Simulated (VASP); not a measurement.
Tl:

```
Tl
1.0
     5.48735    0.00000    0.00000
     0.00000    5.48735    0.00000
     0.00000    0.00000    3.88571
Tl
4
Direct
  0.29894 0.70106 0.00000
  0.29894 0.29894 0.50000
  0.70106 0.70106 0.50000
  0.70106 0.29894 0.00000
```

- Program: VASP 6.6.1
- Task: relaxation of cell and atoms
- Functional: PBE
- Potentials or basis: VASP PAW PBE potentials, release 64 (Tl_d)
- Cutoff: 600 eV
- k mesh: 4 × 4 × 4
- Occupations: gaussian, width 0.1 eV
- Spin: no spin polarisation

At the start: pressure 11.0 GPa; volume 29.25 Å³/atom.

Question: Where does the relaxation end?

Answer: Over 16 steps the energy falls by 476.7 meV/atom and the volume is 31.65 Å³/atom (+8.2 %); space group I4/mmm (No. 139, to 0.05 Å).

The path:
```
step  energy change (eV)  largest force (eV/Å)  pressure (GPa)  volume (Å³)
   1              0.0000                2.9179           11.03       117.00
   2             -1.3988                0.3708           -1.85       154.52
   3             -1.4164                0.5472           -1.08       148.39
   4             -1.4168                0.5249           -1.18       149.07
   5             -1.5092                0.5079           -1.03       144.60
   6             -1.7440                0.4209           -0.26       131.72
   7             -1.6126                0.1176            5.96       108.18
   8             -1.8095                0.3212            0.95       123.90
   9             -1.8160                0.2602            1.67       120.56
  10             -1.8823                0.0686            0.95       122.17
  11             -1.8984                0.0042            0.66       123.20
  12             -1.8930                0.1582            0.22       125.18
  13             -1.9021                0.0264            0.52       123.86
  14             -1.9024                0.0439            0.44       124.11
  15             -1.9065                0.0217            0.07       125.93
  16             -1.9067                0.0154           -0.06       126.60
```

Final structure:
```
Tl
1.0
     5.41502    0.00000    0.00000
     0.00000    5.41502    0.00000
     0.00000    0.00000    4.31754
Tl
4
Direct
  0.24864 0.75136 0.00000
  0.24864 0.24864 0.50000
  0.75136 0.75136 0.50000
  0.75136 0.24864 0.00000
```

Caveat: the k points lie up to 0.36 Å⁻¹ apart in the final cell.
